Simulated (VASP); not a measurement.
# In (I4/mmm) in VASP: further runs, part 2 of 2

VASP 6.6.1. The steps go on from the part before.

## Step 5: Single point, PBE (29.14 Å³/atom)

This run uses another cell than the first one, of 29.14 Å³/atom.

INCAR

```
SYSTEM = In
PREC = Accurate
ENCUT = 520
EDIFF = 1E-7
ISMEAR = 0
SIGMA = 0.1
LREAL = .False.
LASPH = .True.
NELM = 100
ALGO = Fast
ISIF = 2
LWAVE = .False.
LCHARG = .True.
GGA = PE
LELF = .True.
LVHAR = .True.
NBANDS = 12
```

KPOINTS

```
regular mesh
0
Gamma
  18 18 18
  0 0 0
```

POSCAR

```
In
1.0
   -1.7283428670      1.7283428670      2.4391691891
    1.7283428670     -1.7283428670      2.4391691891
    1.7283428670      1.7283428670     -2.4391691891
In
1
Direct
    0.0000000000      0.0000000000      0.0000000000
```

Potentials or basis: VASP PAW PBE potentials, release 64 (In_d).

Started as:

```
$ cat potpaw_PBE.64/In_d/POTCAR > POTCAR
$ mpirun -np 1 vasp_std > vasp.out
```

OUTCAR:

```text
SYSTEM = In
   PREC = Accurate
   ENCUT = 520
   EDIFF = 1E-7
   ISMEAR = 0
   LREAL = .False.
   LASPH = .True.
   NELM = 100
   ISIF = 2
   GGA = PE

 ion  position               nearest neighbor table
   1  0.000  0.000  0.000-

  LATTYP: Found a body centered tetragonal cell.
 ALAT       =     3.4566857340
 C/A-ratio  =     1.4112762205

  Lattice vectors:

 A1 = (  -1.7283428670,   1.7283428670,   2.4391691891)
 A2 = (   1.7283428670,  -1.7283428670,   2.4391691891)
 A3 = (   1.7283428670,   1.7283428670,  -2.4391691891)
[... 541 lines left out ...]

 [... further k-points ...]

------------------------ aborting loop because EDIFF is reached ----------------------------------------

  FORCE on cell =-STRESS in cart. coord.  units (eV):
  Direction    XX          YY          ZZ          XY          YZ          ZX
  --------------------------------------------------------------------------------------
  -------------------------------------------------------------------------------------
  Total       -0.3443258     -0.3443258     -0.3390684      0.0000000      0.0000000      0.0000000
  in kB      -18.9285950    -18.9285950    -18.6395844      0.0000000      0.0000000      0.0000000
  external PRESSURE =     -18.8322581 kB  Pullay stress =       0.0000000 kB

 VOLUME and BASIS-vectors are now :
 -----------------------------------------------------------------------------
  energy-cutoff  :      520.00
  volume of cell :       29.14
      direct lattice vectors                 reciprocal lattice vectors
    -1.728342867  1.728342867  2.439169189     0.000000000  0.289294451  0.204987830
     1.728342867 -1.728342867  2.439169189     0.289294451  0.000000000  0.204987830
     1.728342867  1.728342867 -2.439169189     0.289294451  0.289294451  0.000000000

 POSITION                                       TOTAL-FORCE (eV/Angst)
 -----------------------------------------------------------------------------------
      0.00000      0.00000      0.00000        -0.000000      0.000000      0.000000
 -----------------------------------------------------------------------------------
    total drift:                               -0.000000     -0.000000      0.000000

  FREE ENERGIE OF THE ION-ELECTRON SYSTEM (eV)
  ---------------------------------------------------
  free  energy   TOTEN  =        -2.5526304153 eV

  energy  without entropy=       -2.5502305736  energy(sigma->0) =       -2.55143049
```

OSZICAR:

```text
N       E                     dE             d eps       ncg     rms          rms(c)
DAV:   1     0.783749797086E+02    0.78375E+02   -0.62056E+03 11664   0.131E+03
DAV:   2     0.139363439839E+01   -0.76981E+02   -0.75027E+02 12108   0.289E+02
DAV:   3    -0.247878227082E+01   -0.38724E+01   -0.38612E+01 13636   0.646E+01
DAV:   4    -0.256916667938E+01   -0.90384E-01   -0.90357E-01 14856   0.101E+01
DAV:   5    -0.257318053231E+01   -0.40139E-02   -0.40137E-02 15968   0.184E+00    0.181E+00
RMM:   6    -0.255568802314E+01    0.17493E-01   -0.24481E-02 14079   0.241E+00    0.967E-01
RMM:   7    -0.255259533342E+01    0.30927E-02   -0.10014E-02 13536   0.126E+00    0.216E-01
RMM:   8    -0.255255373442E+01    0.41599E-04   -0.16218E-03 15131   0.651E-01    0.493E-02
RMM:   9    -0.255261608543E+01   -0.62351E-04   -0.52489E-04 16926   0.254E-01    0.382E-02
RMM:  10    -0.255262354113E+01   -0.74557E-05   -0.16061E-04 15278   0.232E-01    0.589E-03
RMM:  11    -0.255262886227E+01   -0.53211E-05   -0.73475E-05 19075   0.925E-02    0.851E-03
RMM:  12    -0.255263037022E+01   -0.15080E-05   -0.14167E-05 18311   0.423E-02    0.193E-02
RMM:  13    -0.255263041530E+01   -0.45079E-07   -0.32757E-06 14826   0.286E-02    0.661E-03
RMM:  14    -0.255263040271E+01    0.12589E-07   -0.11829E-06 15817   0.106E-02    0.785E-03
RMM:  15    -0.255263041530E+01   -0.12593E-07   -0.19608E-07  9649   0.436E-03
   1 F= -.25526304E+01 E0= -.25514305E+01  d E =-.239984E-02
```

stdout:

```text
POSCAR found type information on POSCAR In
 POSCAR found :  1 types and       1 ions
 scaLAPACK will be used
 LDA part: xc-table for (Slater+PW92), standard interpolation
 POSCAR, INCAR and KPOINTS ok, starting setup
 FFT: planning ... GRIDC
 FFT: planning ... GRID_SOFT
 FFT: planning ... GRID
 WAVECAR not read
 entering main loop
WARNING in EDDRMM: call to ZHEGV failed, returncode =   8  4     11
WARNING in EDDRMM: call to ZHEGV failed, returncode =   8  4     10
WARNING in EDDRMM: call to ZHEGV failed, returncode =   8  4     11
WARNING in EDDRMM: call to ZHEGV failed, returncode =   8  4     11
WARNING in EDDRMM: call to ZHEGV failed, returncode =   8  4     11
WARNING in EDDRMM: call to ZHEGV failed, returncode =   6  3     11
WARNING in EDDRMM: call to ZHEGV failed, returncode =   8  4     12
WARNING in EDDRMM: call to ZHEGV failed, returncode =   6  3      7
WARNING in EDDRMM: call to ZHEGV failed, returncode =   6  3      9
WARNING in EDDRMM: call to ZHEGV failed, returncode =   8  4     11
[... 4 lines left out ...]
WARNING in EDDRMM: call to ZHEGV failed, returncode =   6  3     12
WARNING in EDDRMM: call to ZHEGV failed, returncode =   8  4     12
WARNING in EDDRMM: call to ZHEGV failed, returncode =   8  4     11
WARNING in EDDRMM: call to ZHEGV failed, returncode =   6  3     10
WARNING in EDDRMM: call to ZHEGV failed, returncode =   6  3      9
WARNING in EDDRMM: call to ZHEGV failed, returncode =   6  3      9
WARNING in EDDRMM: call to ZHEGV failed, returncode =   8  4     11
WARNING in EDDRMM: call to ZHEGV failed, returncode =   6  3      9
WARNING in EDDRMM: call to ZHEGV failed, returncode =   8  4     10
WARNING in EDDRMM: call to ZHEGV failed, returncode =   6  3     12
```

It took 2.3 min on 1 thread of AMD EPYC 9R45 (Zen 5), shared host; peak memory 0.25 GiB.

Results:

* Free energy: -2.5526 eV
* Pressure: -1.9 GPa
* Band gap on the k mesh: zero (an odd number of electrons rules out a gap without spin polarisation)

Caveat: spin-orbit coupling is left out, which moves the levels of the heavy elements.

## Step 6: Summary

```tsv
cell	further INCAR settings	gap on the mesh (eV)	pressure (GPa)
a = 3.377 Å, angles 122.5, 122.5, 85.8°, 1 atom	ALGO = Fast; EDIFF = 1e-06; NBANDS = 12	none	2.0
a = 3.352 Å, angles 119.9, 119.9, 90.1°, 1 atom	ALGO = Fast; EDIFF = 1e-06; NBANDS = 12	none	1.1
a = 3.420 Å, angles 119.9, 119.9, 90.1°, 1 atom	ALGO = Fast; EDIFF = 1e-07; NBANDS = 12	none	-1.1
a = 3.453 Å, angles 119.9, 119.9, 90.1°, 1 atom	ALGO = Fast; EDIFF = 1e-07; NBANDS = 12	none	-1.9
```

Alike in all rows: task single point; level PBE; potentials or basis VASP PAW PBE potentials, release 64 (In_d); no spin polarisation; k mesh 18 × 18 × 18; cutoff (eV) 520; smearing gaussian 0.1 eV.

Caveats: spin-orbit coupling is left out, which moves the levels of the heavy elements.

Absolute energies hang on the potentials; compare differences alone.
